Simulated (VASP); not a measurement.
# Sc (P6_3/mmc) in VASP: further runs

Sc is run at these levels: LDA; tasks: single point.

Everything below comes from runs of VASP 6.6.1. Logs are shortened: lines on timing, memory, paths and dates and some standing lists are left out, and cuts for length are marked.

### Step 1. The cell of the first run

Symmetry: P6_3/mmc, No. 194, hexagonal system. Conventional cell: a = 2.708 Å, b = 2.708 Å, c = 4.325 Å, α = 90.00°, β = 90.00°, γ = 120.00°. Sc (site symmetry -6m2) has 12 Sc at 2.67 to 2.71 Å within 3.5 Å.

### Step 2. Single point, LDA

Contents of INCAR:

```
PREC = Accurate
ENCUT = 520
EDIFF = 1E-6
ISMEAR = -1
SIGMA = 0.08
LREAL = False
LASPH = True
NELM = 60
ALGO = Normal
ISIF = 2
LWAVE = False
LCHARG = False
NBANDS = 18
```

Contents of KPOINTS:

```
Automatic mesh
0
Gamma
  16 16 9
```

Contents of POSCAR:

```
Sc
1.0
    2.7080868411      0.0000000000      0.0000000000
   -1.3540434205      2.3452720000      0.0000000000
    0.0000000000      0.0000000000      4.3247745722
Sc
2
Direct
    0.3333333333      0.6666666667      0.2500000000
    0.6666666667      0.3333333333      0.7500000000
```

Potentials or basis: VASP PAW LDA potentials, release 64 (Sc_sv).

Started as:

```sh
cat potpaw_LDA.64/Sc_sv/POTCAR > POTCAR
mpirun -np 1 vasp_std > vasp.out
```

OUTCAR:

```text
PREC = Accurate
   ENCUT = 520
   EDIFF = 1E-6
   ISMEAR = -1
   LREAL = False
   LASPH = True
   NELM = 60
   ISIF = 2

 ion  position               nearest neighbor table
   1  0.333  0.667  0.250-   2 2.67   2 2.67   2 2.67   2 2.67   2 2.67   2 2.67
   2  0.667  0.333  0.750-   1 2.67   1 2.67   1 2.67   1 2.67   1 2.67   1 2.67

  LATTYP: Found a hexagonal cell.
 ALAT       =     2.7080868411
 C/A-ratio  =     1.5969851877

  Lattice vectors:

 A1 = (   2.7080868411,   0.0000000000,   0.0000000000)
 A2 = (  -1.3540434205,   2.3452720000,   0.0000000000)
 A3 = (   0.0000000000,   0.0000000000,   4.3247745722)

Analysis of symmetry for initial positions (statically):
=====================================================================
 Subroutine PRICEL returns:
 Original cell was already a primitive cell.

 Routine SETGRP: Setting up the symmetry group for a
 hexagonal supercell.

 Subroutine GETGRP returns: Found 24 space group operations
 (whereof 12 operations were pure point group operations)
 out of a pool of 24 trial point group operations.

The static configuration has the point symmetry D_3d.
 The point group associated with its full space group is D_6h.

Analysis of symmetry for dynamics (positions and initial velocities):
=====================================================================
 Subroutine PRICEL returns:
 Original cell was already a primitive cell.

 Routine SETGRP: Setting up the symmetry group for a
 hexagonal supercell.

 Subroutine GETGRP returns: Found 24 space group operations
 (whereof 12 operations were pure point group operations)
 out of a pool of 24 trial point group operations.

The dynamic configuration has the point symmetry D_3d.
 The point group associated with its full space group is D_6h.

 Subroutine INISYM returns: Found 24 space group operations
 (whereof 12 operations are pure point group operations),
 and found     1 'primitive' translations

----------------------------------------------------------------------------------------

                                     Primitive cell

  volume of cell :      27.4675

  direct lattice vectors                    reciprocal lattice vectors
     2.708086841  0.000000000  0.000000000     0.369264377  0.213194887  0.000000000
    -1.354043421  2.345272000  0.000000000     0.000000000  0.426389775  0.000000000
     0.000000000  0.000000000  4.324774572     0.000000000  0.000000000  0.231225925

  length of vectors
     2.708086841  2.708086841  4.324774572     0.426389775  0.426389775  0.231225925

  position of ions in fractional coordinates (direct lattice)
     0.333333333  0.666666667  0.250000000
     0.666666667  0.333333333  0.750000000

  ion indices of the primitive-cell ions
   primitive index   ion index
                 1           1
                 2           2

----------------------------------------------------------------------------------------

 KPOINTS: Automatic mesh

Automatic generation of k-mesh.
 Grid dimensions read from file:
 generate k-points for:   16   16    9

 Generating k-lattice:

  Cartesian coordinates                     Fractional coordinates (reciprocal lattice)
     0.023079024  0.013324680  0.000000000     0.062500000 -0.000000000  0.000000000
     0.000000000  0.026649361  0.000000000     0.000000000  0.062500000  0.000000000
     0.000000000  0.000000000  0.025691769     0.000000000  0.000000000  0.111111111

  Length of vectors
     0.026649361  0.026649361  0.025691769

  Shift w.r.t. Gamma in fractional coordinates (k-lattice)
     0.000000000  0.000000000  0.000000000

 Subroutine IBZKPT returns following result:
 ===========================================

 Found    150 irreducible k-points:

 Following reciprocal coordinates:
            Coordinates               Weight
  0.000000  0.000000  0.000000      1.000000
  0.062500  0.000000  0.000000      6.000000
  0.125000  0.000000  0.000000      6.000000
  0.187500  0.000000  0.000000      6.000000
  0.250000  0.000000  0.000000      6.000000
  0.312500 -0.000000  0.000000      6.000000
[... 16 lines left out ...]
  0.187500  0.187500  0.000000      6.000000
  0.250000  0.187500  0.000000     12.000000
 [... further k-points ...]
   k-points           NKPTS =    150   k-points in BZ     NKDIM =    150   number of bands    NBANDS=     18
   number of dos      NEDOS =    301   number of ions     NIONS =      2
   total plane-waves  NPLWV =  12800
   dimension x,y,z NGX =    20 NGY =   20 NGZ =   32
   dimension x,y,z NGXF=    40 NGYF=   40 NGZF=   64
   ions per type =               2
   NGX,Y,Z   is equivalent  to a cutoff of  12.28, 12.28, 12.30 a.u.
   NGXF,Y,Z  is equivalent  to a cutoff of  24.56, 24.56, 24.60 a.u.
 SYSTEM =  unknown system
   PREC   = accura    normal or accurate (medium, high low for compatibility)
   ISTART =      0    job   : 0-new  1-cont  2-samecut
   ICHARG =      2    charge: 1-file 2-atom 10-const
   ISPIN  =      1    spin polarized calculation?
   LNONCOLLINEAR =      F non collinear calculations
   LSORBIT =      F    spin-orbit coupling
   LASPH  =      T    aspherical Exc in radial PAW
   ENCUT  =  520.0 eV  38.22 Ry    6.18 a.u.   5.04  5.04  8.04*2*pi/ulx,y,z
   NELM   =     60;   NELMIN=  2; NELMDL= -5     # of ELM steps
   EDIFF  = 0.1E-05   stopping-criterion for ELM
   LREAL  =      F    real-space projection
   EDIFFG = 0.1E-04   stopping-criterion for IOM
   NSW    =      0    number of steps for IOM
   IBRION =     -1    ionic relax: 0-MD 1-quasi-New 2-CG
   NFREE  =      0    steps in history (QN), initial steepest desc. (CG)
   ISIF   =      2    stress and relaxation
   ISYM   =      2    0-nonsym 1-usesym 2-fastsym
   POTIM  = 0.5000    time-step for ionic-motion
   TEBEG  =    0.0;   TEEND  =   0.0 temperature during run
   PSTRESS=    0.0 pullay stress
   NELECT =      22.0000    total number of electrons
   NUPDOWN=      -1.0000    fix difference up-down
   EMIN   =  10.00;   EMAX   =-10.00  energy-range for DOS
   EFERMI =   0.00;   METHOD = LEGACY
   ISMEAR =    -1;   SIGMA  =   0.08  broadening in eV -4-tet -1-fermi 0-gaus
   EFERMI_NEDOS =   21; number of points for ismear=-14 and -15
   IALGO  =     38    algorithm
   IMIX   =      4    mixing-type and parameters
     AMIX     =   0.40;   BMIX     =  1.00
     AMIX_MAG =   1.60;   BMIX_MAG =  1.00
  volume/ion in A,a.u.               =      13.73        92.68
  Fermi-wavevector in a.u.,A,eV,Ry     =   1.520347  2.873039 31.449241  2.311454
  Thomas-Fermi vector in A             =   2.629210
   LORBIT       =      0    0 simple, 1 ext, 2 COOP (PROOUT), +10 PAW based schemes
   GGA     = CA    functional components
   LHFCALC =     F    Hartree Fock is set to
   AEXX    =    0.0000 exact exchange contribution
   IVDW    =     0    specifies the selected vdW correction
   LEPSILON=     F    determine dielectric tensor
   LRPA    =     F    only Hartree local field effects (RPA)
 non-spin polarized calculation
  energy-cutoff  :      520.00
  volume of cell :       27.47
 maximum number of plane-waves:       760
   NGX = 11   NGY = 11   NGZ = 17

 number of electron      22.0000002 magnetization

 Free energy of the ion-electron system (eV)
  ---------------------------------------------------
  ext. energy  EPLUGINS =         0.00000000
  ---------------------------------------------------
  free energy    TOTEN  =       -10.98356094 eV

  energy without entropy =      -10.93488498  energy(sigma->0) =      -10.95922296

 E-fermi :   7.7207     XC(G=0): -12.8437

 val. band max:        7.7147520062   @ k =   0.1875   0.1875   0.3333
 cond. band min:       7.7319141097   @ k =   0.4375   0.0625   0.3333
 fundamental gap:      0.0171621035
 Fermi energy:         7.7207311959

 k-point     1 :       0.0000    0.0000    0.0000
  band No.  band energies     occupation
      1     -40.2311      2.00000
      2     -39.5741      2.00000
      3     -20.2869      2.00000
      4     -18.1795      2.00000
      5     -18.1795      2.00000
      6     -17.8690      2.00000
[... 10 lines left out ...]
     17      11.4309      0.00000
     18      11.4309      0.00000

 k-point     2 :       0.0625    0.0000    0.0000
  band No.  band energies     occupation
      1     -40.2121      2.00000
      2     -39.5656      2.00000
      3     -20.2570      2.00000
      4     -18.2512      2.00000
      5     -18.2022      2.00000
      6     -17.9421      2.00000
[... 10 lines left out ...]
     17      11.3093      0.00000
     18      11.3107      0.00000

 k-point     3 :       0.1250    0.0000    0.0000
  band No.  band energies     occupation
      1     -40.1571      2.00000
      2     -39.5419      2.00000
      3     -20.1694      2.00000
      4     -18.4547      2.00000
      5     -18.2647      2.00000
      6     -18.1444      2.00000
[... 10 lines left out ...]
     17      11.0992      0.00000
     18      11.1464      0.00000

 k-point     4 :       0.1875    0.0000    0.0000
  band No.  band energies     occupation
      1     -40.0721      2.00000
      2     -39.5079      2.00000
      3     -20.0302      2.00000
      4     -18.7572      2.00000
      5     -18.4329      2.00000
      6     -18.3534      2.00000
[... 375 lines left out ...]
      4     -19.4641      2.00000
      5     -19.1174      2.00000
      6     -18.8523      2.00000
[... 10 lines left out ...]
     17      14.4475      0.00000
     18      14.6283      0.00000

 k-point    23 :       0.1875    0.1875    0.0000
  band No.  band energies     occupation
      1     -39.8266      2.00000
      2     -39.4340      2.00000
      3     -19.5948      2.00000
      4     -19.2815      2.00000
      5     -19.2334      2.00000
      6     -18.5638      2.00000
[... 10 lines left out ...]
     17      13.1236      0.00000
     18      14.0522      0.00000

 k-point    24 :       0.2500    0.1875    0.0000
  band No.  band energies     occupation
      1     -39.7269      2.00000
      2     -39.4192      2.00000
      3     -19.5289      2.00000
      4     -19.3962      2.00000
      5     -19.3386      2.00000
      6     -18.7266      2.00000
[... 10 lines left out ...]
     17      13.8968      0.00000
     18      14.4651      0.00000

 [... further k-points ...]

------------------------ aborting loop because EDIFF is reached ----------------------------------------

  FORCE on cell =-STRESS in cart. coord.  units (eV):
  Direction    XX          YY          ZZ          XY          YZ          ZX
  --------------------------------------------------------------------------------------
  -------------------------------------------------------------------------------------
  Total       10.5851821     10.5851821     10.6192827      0.0000000      0.0000000      0.0000000
  in kB      617.4327136    617.4327136    619.4218008      0.0000000      0.0000000      0.0000000
  external PRESSURE =     618.0957427 kB  Pullay stress =       0.0000000 kB

 VOLUME and BASIS-vectors are now :
 -----------------------------------------------------------------------------
  energy-cutoff  :      520.00
  volume of cell :       27.47
      direct lattice vectors                 reciprocal lattice vectors
     2.708086841  0.000000000  0.000000000     0.369264377  0.213194887  0.000000000
    -1.354043421  2.345272000  0.000000000     0.000000000  0.426389775  0.000000000
     0.000000000  0.000000000  4.324774572     0.000000000  0.000000000  0.231225925

 POSITION                                       TOTAL-FORCE (eV/Angst)
 -----------------------------------------------------------------------------------
     -0.00000      1.56351      1.08119         0.000000     -0.000000      0.000000
      1.35404      0.78176      3.24358        -0.000000      0.000000      0.000000
 -----------------------------------------------------------------------------------
    total drift:                               -0.000000      0.000000     -0.000000

  FREE ENERGIE OF THE ION-ELECTRON SYSTEM (eV)
  ---------------------------------------------------
  free  energy   TOTEN  =       -10.9835609420 eV

  energy  without entropy=      -10.9348849818  energy(sigma->0) =      -10.95922296
```

Run time: 40 s. Hardware: 1 thread of AMD EPYC 7R43 (Zen 3), shared host; peak memory 0.13 GiB.

Results:

| Property | Result |
| --- | --- |
| Free energy | -10.9836 eV |
| Pressure | 61.8 GPa |
| Band gap on the k mesh | zero (bands 11 and 12 overlap by 2.64 eV) |

Levels at points of the mesh, in eV from the Fermi level:
| k point | band 8 | band 9 | band 10 | band 11 | band 12 | band 13 | band 14 | band 15 |
| --- | --- | --- | --- | --- | --- | --- | --- | --- |
| (0.00, 0.00, 0.00) | -25.52 | -5.27 | -2.64 | 2.06 | 2.06 | 2.30 | 2.95 | 2.95 |
| (0.50, 0.00, 0.00) | -25.84 | -2.55 | -1.98 | -1.70 | 1.38 | 1.69 | 2.23 | 3.05 |

Caveat: the cell stands under pressure.

### Step 3. Single point, LDA

Contents of INCAR:

```
PREC = Accurate ; ENCUT = 520
EDIFF = 1E-6 ; ISMEAR = -1
SIGMA = 0.08 ; LREAL = F
LASPH = T ; NELM = 80
ALGO = Normal ; ISIF = 2
LWAVE = F ; LCHARG = F
GGA = CA ; NBANDS = 18
```

Contents of KPOINTS:

```
regular mesh
0
Gamma
  16 16 9
```

Contents of POSCAR:

```
Sc
1.0
    2.7076391671      0.0000000000      0.0000000000
   -1.3538195835      2.3448843030      0.0000000000
    0.0000000000      0.0000000000      4.3243340495
Sc
2
Direct
    0.3333333333      0.6666666667      0.2500000000
    0.6666666667      0.3333333333      0.7500000000
```

Potentials or basis: VASP PAW LDA potentials, release 64 (Sc_sv).

Started as:

```sh
cat potpaw_LDA.64/Sc_sv/POTCAR > POTCAR
mpirun -np 1 vasp_std > vasp.out
```

It took 50 s on 1 thread of AMD EPYC 7R43 (Zen 3), shared host; peak memory 0.14 GiB.

It converged, with:

```yaml
Free_energy: -10.9790 eV
Pressure: 61.9 GPa
Band_gap_on_the_k_mesh: zero (bands 11 and 12 overlap by 2.64 eV)
```

Stress tensor (GPa, compression positive):
```
61.83  0.00  0.00
 0.00 61.83  0.00
 0.00  0.00 62.03
```

Levels at points of the mesh, in eV from the Fermi level:
```tsv
k point	band 8	band 9	band 10	band 11	band 12	band 13	band 14	band 15
(0.00, 0.00, 0.00)	-25.52	-5.27	-2.64	2.06	2.06	2.30	2.95	2.95
(0.50, 0.00, 0.00)	-25.83	-2.55	-1.98	-1.70	1.38	1.69	2.23	3.05
```

Caveat: the cell stands under pressure.
